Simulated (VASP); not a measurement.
Runs of VASP 6.6.1 on TbMo. The structure is that of space group Pm-3m (No. 221), or close to it. The cells are those of the table. The cell was generated, and may not be a known phase.

```csv
task,spin,cell,k mesh,gap on the mesh (eV),pressure (GPa),moment (μB)
single point,collinear,"a = 3.508 Å, 2 atoms",16 × 16 × 16,none,0.5,1.26
single point,off,"a = 3.498 Å, 2 atoms",6 × 6 × 6,none,0.5,-
single point,collinear,"a = 3.498 Å, 2 atoms",6 × 6 × 6,none,(a),1.35
single point,off,"a = 3.616 Å, 2 atoms",6 × 6 × 6,none,-7.3,-
relaxation of cell and atoms,off,"relaxed from a = 3.616 Å, 2 atoms",6 × 6 × 6,none,0.0,-
```

Alike in all rows: level PBE; potentials or basis VASP PAW PBE potentials, release 64 (Tb_3, Mo_sv), 4f in core; cutoff (eV) 500; smearing gaussian 0.1 eV.

Question: Estimate the missing entries.

Answer: (a) 1.8.

Caveats: spin-orbit coupling is left out, which moves the levels of the heavy elements; the 4f electrons are frozen in the core, so they carry no moment and show no levels; the magnetic or orbital state may not be the lowest (at least some runs); the cell stands under tension (at least some runs).

A k mesh can miss the band edges, and the runs leave out spin-orbit coupling on Mo, Tb.

A gap of «none» marks levels without a gap at the run's occupations.
